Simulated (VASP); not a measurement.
Sb: single point with PBE

Sb:

```xyz
1
Lattice="0.0000 2.1069 2.1069 2.1069 0.0000 2.1069 2.1069 2.1069 0.0000" Properties=species:S:1:pos:R:3 pbc="T T T"
Sb    0.0000    0.0000    0.0000
```

This cell differs from its parent crystal: volume scaled by 0.68.

```yaml
Program: VASP 6.6.1
Task: single point
Functional: PBE
Potentials_or_basis: VASP PAW PBE potentials, release 64 (Sb)
Cutoff: 520 eV
k_mesh: 15 × 15 × 15
Occupations: fermi-dirac, width 0.08 eV
Spin: no spin polarisation
Dipole_correction: no
Further_INCAR_settings: ALGO = Normal; EDIFF = 1e-06; NBANDS = 8
```

* Pressure: 54.9 GPa

Levels at points of the mesh, in eV from the Fermi level:
```tsv
k point	band 1	band 2	band 3	band 4	band 5
(0.00, 0.00, 0.00)	-16.46	8.36	8.36	8.36	9.85
```

It took 21 s on 1 thread of Intel Xeon 8259CL (shared host), peak memory 0.15 GiB.

Caveat: spin-orbit coupling is left out, which moves the levels of the heavy elements.
